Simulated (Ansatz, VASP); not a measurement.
**Sc: VASP beside Ansatz**

```
CELL_PARAMETERS angstrom
0.00000 3.13859 3.13859
3.13859 0.00000 3.13859
3.13859 3.13859 0.00000
ATOMIC_POSITIONS crystal
Sc 0.76250 0.91250 0.91250
Sc 0.23750 0.08750 0.08750
```

Change from the starting cell: shortest bond scaled by 0.7, PAW files.

Alike in both runs: task electric field gradients; functional LDA; k mesh 8 × 8 × 8; occupations fermi-dirac, width 0.05 eV; no spin polarisation.

|  | VASP | Ansatz |
| --- | --- | --- |
| version | VASP 6.6.1 | Ansatz 0.2.0 |
| potentials or method | VASP PAW LDA potentials, release 64 (Sc_sv) | PAW with Ansatz's default frozen-core files, scalar-relativistic |
| plane-wave cutoff (eV) | 520 | 420 |
| valence electrons in the cell | 22 | 22 |

```tsv
	VASP	Ansatz	Ansatz less VASP
pressure (GPa)	5.0	3.7	-1.35
traceless stress, the component that is largest in VASP (GPa)	-13.88	-12.36	+1.520
rms of the force components (eV/Å)	4.032	3.490	-0.5423
size of Vzz on the site where it differs most (V/Å²)	12.0	0.1	-11.87
```

LDA's correlation is that of Perdew and Zunger in VASP and of Perdew and Wang (1992) in Ansatz. Atom by atom the forces differ by 0.542 eV/Å (rms over components).
